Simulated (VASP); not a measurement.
A run of VASP 6.6.1:

INCAR

```
SYSTEM = MnF2
PREC = Accurate
ENCUT = 700
EDIFF = 1E-6
ISMEAR = 0
SIGMA = 0.05
LREAL = .FALSE.
LASPH = .TRUE.
NELM = 200
ALGO = Normal
ISIF = 2
LWAVE = .FALSE.
LCHARG = .TRUE.
ISPIN = 2
MAGMOM = 2.5 2.5 0 0 0 0
LORBIT = 11
NUPDOWN = 5.0
LMAXMIX = 4
LDAU = .TRUE.
LDAUTYPE = 2
LDAUL = 2 -1
LDAUU = 3 0
LDAUJ = 0 0
LDAUPRINT = 1
GGA = PS
LELF = .TRUE.
LVHAR = .TRUE.
NBANDS = 42
GGA_COMPAT = .FALSE.
```

File KPOINTS:

```
Automatic mesh
0
G
  4 4 6
  0 0 0
```

The input POSCAR:

```
MnF2
1.0
    4.8733996600      0.0000000000      0.0000000000
    0.0000000000      4.8733996600      0.0000000000
    0.0000000000      0.0000000000      3.3098997700
Mn F
2 4
Direct
    0.0000000000      0.0000000000      0.0000000000
    0.5000000000      0.5000000000      0.5000000000
    0.3050000000      0.3050000000      0.0000000000
    0.1950000000      0.8050000000      0.5000000000
    0.6950000000      0.6950000000      0.0000000000
    0.8050000000      0.1950000000      0.5000000000
```

Potentials or basis: VASP PAW PBE potentials, release 64 (Mn_sv, F).

Launch:

```bash
$ cat potpaw_PBE.64/Mn_sv/POTCAR potpaw_PBE.64/F/POTCAR > POTCAR
$ mpirun -np 1 vasp_std > vasp.out
```

Hardware: 1 thread of Intel(R) Xeon(R) Platinum 8259CL CPU @ 2.50GHz (Skylake/Cascade Lake), with other jobs on the host.

**Question.** Estimate the wall time of this run.

**Answer.** Run time: 13 min on 1 thread of Intel(R) Xeon(R) Platinum 8259CL CPU @ 2.50GHz (Skylake/Cascade Lake), with other jobs on the host, peak memory 0.38 GiB. Counts: scf iterations 47, k points 24.
